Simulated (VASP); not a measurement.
# PtSe2 (P-3m1) in VASP: notebook

Runs on PtSe2. Level: PBE+D3(BJ). Tasks: phonons, electric field gradients.

Everything below comes from runs of VASP 6.6.1. Logs are shortened: lines on timing, memory, paths and dates and some standing lists are left out, and cuts for length are marked.

**1. The cell of the first run**

Symmetry: P-3m1, No. 164, trigonal system. Conventional cell: a = 3.772 Å, b = 3.772 Å, c = 4.821 Å, α = 90.00°, β = 90.00°, γ = 120.00°. Within 3.3 Å of Pt (site symmetry -3m) lie 6 Se at 2.53 Å. Se (site symmetry 3m) has 3 Pt at 2.53 Å and 6 Se at 3.14 to 3.36 Å within 3.4 Å.

**2. Phonons, PBE+D3(BJ)**

INCAR

```
SYSTEM = PtSe2
  PREC = Accurate
  ENCUT = 520
  EDIFF = 1E-8
  ISMEAR = -1
  SIGMA = 0.15
  LREAL = .False.
  LASPH = .True.
  NELM = 100
  ALGO = Normal
  ISIF = 2
  LWAVE = .False.
  LCHARG = .False.
  GGA = PE
  IVDW = 12
  IBRION = 6
  NFREE = 2
  POTIM = 0.015
  NSW = 1
```

KPOINTS

```
Automatic mesh
0
Gamma
  15 15 10
  0 0 0
```

POSCAR

```
PtSe2
1.0
    3.7719032157      0.0000000000      0.0000000000
   -1.8859516079      3.2665640054      0.0000000000
    0.0000000000      0.0000000000      4.8214860767
Pt Se
1 2
Direct
    0.0000000000      0.0000000000      0.0000000000
    0.3333333333      0.6666666667      0.2657465366
    0.6666666667      0.3333333333      0.7342534634
```

Potentials or basis: VASP PAW PBE potentials, release 64 (Pt, Se).

Run with:

```
$ cat potpaw_PBE.64/Pt/POTCAR potpaw_PBE.64/Se/POTCAR > POTCAR
$ mpirun -np 1 vasp_std > vasp.out
```

OUTCAR:

```text
SYSTEM = PtSe2
   PREC = Accurate
   ENCUT = 520
   EDIFF = 1E-8
   ISMEAR = -1
   LREAL = .False.
   LASPH = .True.
   NELM = 100
   ISIF = 2
   GGA = PE
   IVDW = 12
   IBRION = 6
   NFREE = 2
   POTIM = 0.015
   NSW = 1
 IVDW          = 12

 ion  position               nearest neighbor table
   1  0.000  0.000  0.000-   2 2.53   3 2.53   3 2.53   2 2.53   3 2.53   2 2.53
   2  0.333  0.667  0.266-   1 2.53   1 2.53   1 2.53
   3  0.667  0.333  0.734-   1 2.53   1 2.53   1 2.53

  LATTYP: Found a hexagonal cell.
 ALAT       =     3.7719032157
 C/A-ratio  =     1.2782634657

  Lattice vectors:

 A1 = (   3.7719032157,   0.0000000000,   0.0000000000)
 A2 = (  -1.8859516079,   3.2665640054,   0.0000000000)
 A3 = (   0.0000000000,   0.0000000000,   4.8214860767)

Analysis of symmetry for initial positions (statically):
=====================================================================
 Subroutine PRICEL returns:
 Original cell was already a primitive cell.

 Routine SETGRP: Setting up the symmetry group for a
 hexagonal supercell.

 Subroutine GETGRP returns: Found 12 space group operations
 (whereof 12 operations were pure point group operations)
 out of a pool of 24 trial point group operations.

The static configuration has the point symmetry D_3d.

Analysis of symmetry for dynamics (positions and initial velocities):
=====================================================================
 Subroutine PRICEL returns:
 Original cell was already a primitive cell.

 Routine SETGRP: Setting up the symmetry group for a
 hexagonal supercell.

 Subroutine GETGRP returns: Found 12 space group operations
 (whereof 12 operations were pure point group operations)
 out of a pool of 24 trial point group operations.

The dynamic configuration has the point symmetry D_3d.

 Subroutine INISYM returns: Found 12 space group operations
 (whereof 12 operations are pure point group operations),
 and found     1 'primitive' translations

----------------------------------------------------------------------------------------

                                     Primitive cell

  volume of cell :      59.4063

  direct lattice vectors                    reciprocal lattice vectors
     3.771903216  0.000000000  0.000000000     0.265118149  0.153066035  0.000000000
    -1.885951608  3.266564005  0.000000000     0.000000000  0.306132070  0.000000000
     0.000000000  0.000000000  4.821486077     0.000000000  0.000000000  0.207404934

  length of vectors
     3.771903216  3.771903216  4.821486077     0.306132070  0.306132070  0.207404934

  position of ions in fractional coordinates (direct lattice)
     0.000000000  0.000000000  0.000000000
     0.333333333  0.666666667  0.265746537
     0.666666667  0.333333333  0.734253463

  ion indices of the primitive-cell ions
   primitive index   ion index
                 1           1
                 2           2
                 3           3

----------------------------------------------------------------------------------------

 KPOINTS: Automatic mesh

Automatic generation of k-mesh.
 Grid dimensions read from file:
 generate k-points for:   15   15   10

 Generating k-lattice:

  Cartesian coordinates                     Fractional coordinates (reciprocal lattice)
     0.017674543  0.010204402  0.000000000     0.066666667 -0.000000000  0.000000000
     0.000000000  0.020408805  0.000000000     0.000000000  0.066666667  0.000000000
     0.000000000  0.000000000  0.020740493     0.000000000  0.000000000  0.100000000

  Length of vectors
     0.020408805  0.020408805  0.020740493

  Shift w.r.t. Gamma in fractional coordinates (k-lattice)
     0.000000000  0.000000000  0.000000000

 Subroutine IBZKPT returns following result:
 ===========================================

 Found    238 irreducible k-points:

 Following reciprocal coordinates:
            Coordinates               Weight
  0.000000  0.000000  0.000000      1.000000
  0.066667  0.000000  0.000000      6.000000
  0.133333  0.000000  0.000000      6.000000
  0.200000  0.000000  0.000000      6.000000
  0.266667  0.000000  0.000000      6.000000
  0.333333  0.000000  0.000000      6.000000
[... 16 lines left out ...]
  0.333333  0.200000  0.000000     12.000000
  0.400000  0.200000  0.000000      6.000000
 [... further k-points ...]
   k-points           NKPTS =    238   k-points in BZ     NKDIM =    238   number of bands    NBANDS=     15
   number of dos      NEDOS =    301   number of ions     NIONS =      3
   total plane-waves  NPLWV =  28224
   dimension x,y,z NGX =    28 NGY =   28 NGZ =   36
   dimension x,y,z NGXF=    56 NGYF=   56 NGZF=   72
   ions per type =               1   2
   NGX,Y,Z   is equivalent  to a cutoff of  12.34, 12.34, 12.41 a.u.
   NGXF,Y,Z  is equivalent  to a cutoff of  24.68, 24.68, 24.83 a.u.
 SYSTEM =  PtSe2
   PREC   = accura    normal or accurate (medium, high low for compatibility)
   ISTART =      0    job   : 0-new  1-cont  2-samecut
   ICHARG =      2    charge: 1-file 2-atom 10-const
   ISPIN  =      1    spin polarized calculation?
   LNONCOLLINEAR =      F non collinear calculations
   LSORBIT =      F    spin-orbit coupling
   LASPH  =      T    aspherical Exc in radial PAW
   ENCUT  =  520.0 eV  38.22 Ry    6.18 a.u.   7.01  7.01  8.96*2*pi/ulx,y,z
   NELM   =    100;   NELMIN=  2; NELMDL= -5     # of ELM steps
   EDIFF  = 0.1E-07   stopping-criterion for ELM
   LREAL  =      F    real-space projection
   EDIFFG = 0.1E-06   stopping-criterion for IOM
   NSW    =     73    number of steps for IOM
   IBRION =      6    ionic relax: 0-MD 1-quasi-New 2-CG
   NFREE  =      2    steps in history (QN), initial steepest desc. (CG)
   ISIF   =      2    stress and relaxation
   ISYM   =      2    0-nonsym 1-usesym 2-fastsym
   POTIM  = 0.0150    time-step for ionic-motion
   TEBEG  =    0.0;   TEEND  =   0.0 temperature during run
   PSTRESS=    0.0 pullay stress
   NELECT =      22.0000    total number of electrons
   NUPDOWN=      -1.0000    fix difference up-down
   EMIN   =  10.00;   EMAX   =-10.00  energy-range for DOS
   EFERMI =   0.00;   METHOD = LEGACY
   ISMEAR =    -1;   SIGMA  =   0.15  broadening in eV -4-tet -1-fermi 0-gaus
   EFERMI_NEDOS =   21; number of points for ismear=-14 and -15
   IALGO  =     38    algorithm
   IMIX   =      4    mixing-type and parameters
     AMIX     =   0.40;   BMIX     =  1.00
     AMIX_MAG =   1.60;   BMIX_MAG =  1.00
  volume/ion in A,a.u.               =      19.80       133.63
  Fermi-wavevector in a.u.,A,eV,Ry     =   1.175632  2.221623 18.804766  1.382111
  Thomas-Fermi vector in A             =   2.312010
   LORBIT       =      0    0 simple, 1 ext, 2 COOP (PROOUT), +10 PAW based schemes
   GGA     = PE    functional components
   LHFCALC =     F    Hartree Fock is set to
   AEXX    =    0.0000 exact exchange contribution
   IVDW    =    12    specifies the selected vdW correction
   LEPSILON=     F    determine dielectric tensor
   LRPA    =     F    only Hartree local field effects (RPA)
 finite differences with symmetry
 non-spin polarized calculation
  energy-cutoff  :      520.00
  volume of cell :       59.41
 maximum number of plane-waves:      1620
   NGX = 13   NGY = 13   NGZ = 17

--------------------------------------- Ionic step        1  -------------------------------------------

 number of electron      21.9999997 magnetization

 Free energy of the ion-electron system (eV)
  ---------------------------------------------------
  ext. energy  EPLUGINS =         0.00000000
  ---------------------------------------------------
  free energy    TOTEN  =       -14.22418427 eV

  energy without entropy =      -14.16456671  energy(sigma->0) =      -14.19437549

------------------------ aborting loop because EDIFF is reached ----------------------------------------

 Edisp (eV)   -1.47016

 E8    (eV) :    -0.6317
[... 319 lines left out ...]
--------------------------------------- Ionic step        9  -------------------------------------------

 number of electron      21.9999997 magnetization

 Free energy of the ion-electron system (eV)
  ---------------------------------------------------
  ext. energy  EPLUGINS =         0.00000000
  ---------------------------------------------------
  free energy    TOTEN  =       -14.22333341 eV

  energy without entropy =      -14.16431580  energy(sigma->0) =      -14.19382460

 E-fermi :   6.6494     XC(G=0): -10.8209

 val. band max:        6.6220077035   @ k =   0.1333   0.1333   0.5000
 cond. band min:       6.6501018275   @ k =   0.0667   0.0000   0.2000
 fundamental gap:      0.0280941240
 Fermi energy:         6.6494072923

 k-point     1 :       0.0000    0.0000    0.0000
  band No.  band energies     occupation
      1      -8.9662      2.00000
      2      -5.8657      2.00000
      3      -0.4027      2.00000
      4       0.4612      2.00000
      5       0.4612      2.00000
      6       2.9219      2.00000
      7       2.9219      2.00000
      8       4.2608      2.00000
      9       5.6956      1.99654
     10       5.6956      1.99654
     11       7.4874      0.00747
     12       7.8149      0.00084
     13       7.8149      0.00084
     14      10.0670      0.00000
[... 401 lines left out ...]
      2      -6.8611      2.00000
      3      -0.2548      2.00000
      4       0.8579      2.00000
      5       1.2811      2.00000
      6       1.8778      2.00000
      7       2.3907      2.00000
      8       3.2723      2.00000
      9       3.8891      2.00000
     10       4.1928      2.00000
     11       5.2438      1.99983
     12       6.8295      0.46267
     13       7.5914      0.00374
     14      10.8910      0.00000
     15      13.5536      0.00000

 [... further k-points ...]

------------------------ aborting loop because EDIFF is reached ----------------------------------------

 Edisp (eV)   -1.46985

 E8    (eV) :    -0.6315
[... 26 lines left out ...]
  FREE ENERGIE OF THE ION-ELECTRON SYSTEM (eV)
  ---------------------------------------------------
  free  energy   TOTEN  =       -15.6931804483 eV

  energy  without entropy=      -15.6341628323  energy(sigma->0) =      -15.66367164

 INTERNAL STRAIN TENSORS FROM DISPLACED ATOMS
 ============================================

 INTERNAL STRAIN TENSOR FOR ION    1 for displacements in x,y,z  (eV/Angst):
          X           Y           Z          XY          YZ          ZX
  --------------------------------------------------------------------------------
  x     0.00000     0.00000     0.00000     0.00000     0.00000     0.00000
  y     0.00000     0.00000     0.00000     0.00000     0.00000     0.00000
  z     0.00000     0.00000     0.00000     0.00000     0.00000     0.00000

 INTERNAL STRAIN TENSOR FOR ION    3 for displacements in x,y,z  (eV/Angst):
          X           Y           Z          XY          YZ          ZX
  --------------------------------------------------------------------------------
  x     0.00000    -0.00000    -0.00000    -3.87134    -0.00000     7.71332
  y    -3.87134     3.87134    -0.00000    -0.00000     7.71330    -0.00000
  z     9.70071     9.70071    10.94385    -0.00000     0.00000    -0.00000

 Eigenvectors and eigenvalues of the dynamical matrix
 ----------------------------------------------------

   1 f  =    6.404112 THz    40.238220 2PiTHz  213.618171 cm-1    26.485266 meV
             X         Y         Z           dx          dy          dz
      0.000000  0.000000  0.000000     0.000000    0.000000   -0.668892
     -0.000000  2.177709  1.281293    -0.000000   -0.000000    0.525634
      1.885952  1.088855  3.540193    -0.000000   -0.000000    0.525634
[... 25 lines left out ...]
   6 f  =    4.648614 THz    29.208104 2PiTHz  155.061075 cm-1    19.225114 meV
             X         Y         Z           dx          dy          dz
      0.000000  0.000000  0.000000    -0.000000   -0.000000    0.000000
     -0.000000  2.177709  1.281293     0.435613    0.556993   -0.000000
      1.885952  1.088855  3.540193    -0.435613   -0.556993   -0.000000

   7 f/i=    0.000318 THz     0.001996 2PiTHz    0.010599 cm-1     0.001314 meV
             X         Y         Z           dx          dy          dz
      0.000000  0.000000  0.000000     0.297888    0.681063    0.000000
     -0.000000  2.177709  1.281293     0.189537    0.433340    0.000000
      1.885952  1.088855  3.540193     0.189537    0.433340    0.000000

   8 f/i=    0.000318 THz     0.001996 2PiTHz    0.010599 cm-1     0.001314 meV
             X         Y         Z           dx          dy          dz
      0.000000  0.000000  0.000000    -0.681063    0.297888    0.000000
     -0.000000  2.177709  1.281293    -0.433340    0.189537    0.000000
      1.885952  1.088855  3.540193    -0.433340    0.189537    0.000000

   9 f/i=    0.000332 THz     0.002083 2PiTHz    0.011059 cm-1     0.001371 meV
             X         Y         Z           dx          dy          dz
      0.000000  0.000000  0.000000     0.000000   -0.000000    0.743359
     -0.000000  2.177709  1.281293     0.000000   -0.000000    0.472978
      1.885952  1.088855  3.540193     0.000000   -0.000000    0.472978

 ELASTIC MODULI CONTR FROM IONIC RELAXATION (kBar)
 Direction    XX          YY          ZZ          XY          YZ          ZX
 --------------------------------------------------------------------------------
 XX        -543.7013   -312.1181   -482.7462      0.0000    230.7048     -0.0000
 YY        -312.1181   -543.7013   -482.7462      0.0000   -230.7048      0.0000
 ZZ        -482.7462   -482.7462   -544.6099      0.0000      0.0000      0.0000
 XY           0.0000      0.0000      0.0000   -115.7916      0.0000    230.7052
 YZ         230.7048   -230.7048      0.0000      0.0000   -459.6595      0.0000
 ZX          -0.0000      0.0000      0.0000    230.7052      0.0000   -459.6609
 --------------------------------------------------------------------------------
```

Wall time 36 min (1 thread of Intel Xeon Platinum 8488C (Sapphire Rapids), shared host); peak memory 1.6 GiB.

Results:

```
Highest phonon frequency at Γ, LO-TO splitting left out : 214 cm⁻¹
Dispersion energy per atom                              : -0.490 eV
```

Phonon frequencies in cm⁻¹ (negative: imaginary):
```tsv
q point	frequencies
(0.000, 0.000, 0.000)	0 0 0 155 155 202 212 212 214
```

Caveat: spin-orbit coupling is left out, which moves the levels of the heavy elements.

[end of part 1 of 2]
